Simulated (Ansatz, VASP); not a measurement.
## Ti: VASP beside Ansatz

The input INCAR:

```
ALGO = Normal
EDIFF = 1E-6
ENCUT = 520
GGA = PE
ISIF = 2
ISMEAR = -1
LASPH = True
LCHARG = True
LELF = True
LREAL = False
LVHAR = True
LWAVE = False
NBANDS = 12
NELM = 80
PREC = Accurate
SIGMA = 0.05
```

Contents of KPOINTS:

```
k-points
0
Gamma
  14 14 14
```

Contents of POSCAR:

```
Ti
1.0
    0.0000000000      1.9889123197      1.9889123197
    1.9889123197      0.0000000000      1.9889123197
    1.9889123197      1.9889123197      0.0000000000
Ti
1
Direct
    0.0000000000      0.0000000000      0.0000000000
```

Input for Ansatz:

```yaml
crystal:
  lattice:
    - [0.0, 1.9889123197, 1.9889123197]
    - [1.9889123197, 0.0, 1.9889123197]
    - [1.9889123197, 1.9889123197, 0.0]
  atoms:
    - { symbol: Ti, position: [0.0, 0.0, 0.0] }
kpoints:
  mp_grid: { grid: [14, 14, 14] }
scf:
  occupations: { method: fermi_dirac, width: 0.05 }
hamiltonian:
  xc: pbe
  pseudopotentials: { kind: all_electron, lapw: { basis_error: 0.00025 } }
output:
  forces: true
  stress: true
  eigenvalues: true
```

Change from the starting cell: volume scaled by 0.9405.

Alike in both runs: task single point; functional PBE; k mesh 14 × 14 × 14; occupations fermi-dirac, width 0.05 eV; no spin polarisation.

```csv
,VASP,Ansatz
version,VASP 6.6.1,Ansatz 0.2.0
potentials or method,"VASP PAW PBE potentials, release 64 (Ti_sv), cutoff 520 eV","all-electron LAPW, scalar-relativistic"
```

VASP gave:

```
pressure (GPa) : 12.3
```

Problem. What did Ansatz give for the same quantities?

Solution. Pressure (GPa): 12.7.

Ansatz ran all-electron here, and VASP with PAW potentials.
